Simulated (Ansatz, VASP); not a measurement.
**W: VASP beside Ansatz**

```
W
1.0
    -1.59730    1.59730    1.67717
     1.59730   -1.59730    1.67717
     1.59730    1.59730   -1.67717
W
1
Direct
  0.00000 0.00000 0.00000
```

Change from the starting cell: strain +0.000 along x and y, +0.050 along z, atoms carried along.

Alike in both runs: task single point; functional PBEsol; k mesh 20 × 20 × 20; occupations gaussian, width 0.15 eV; no spin polarisation.

|  | VASP | Ansatz |
| --- | --- | --- |
| version | VASP 6.6.1 | Ansatz 0.2.0 |
| potentials or method | VASP PAW PBE potentials, release 64 (W_sv), cutoff 520 eV | scalar-relativistic, plane waves, PAW |
| valence electrons in the cell | 14 | 14 |

VASP gave:

- gap on the k mesh at the Fermi level (eV): none
- pressure (GPa): -22.8
- traceless stress, the component that is largest in VASP (GPa): -8.66

**Question.** What did Ansatz give for the same quantities?

**Answer.** gap on the k mesh at the Fermi level (eV): none; pressure (GPa): -23.1; traceless stress, the component that is largest in VASP (GPa): -8.67.

VASP's potentials were made for PBE, not for PBEsol. A gap of «none» marks a metal or a gap that the smearing closes.

Neither program's run includes spin-orbit coupling.
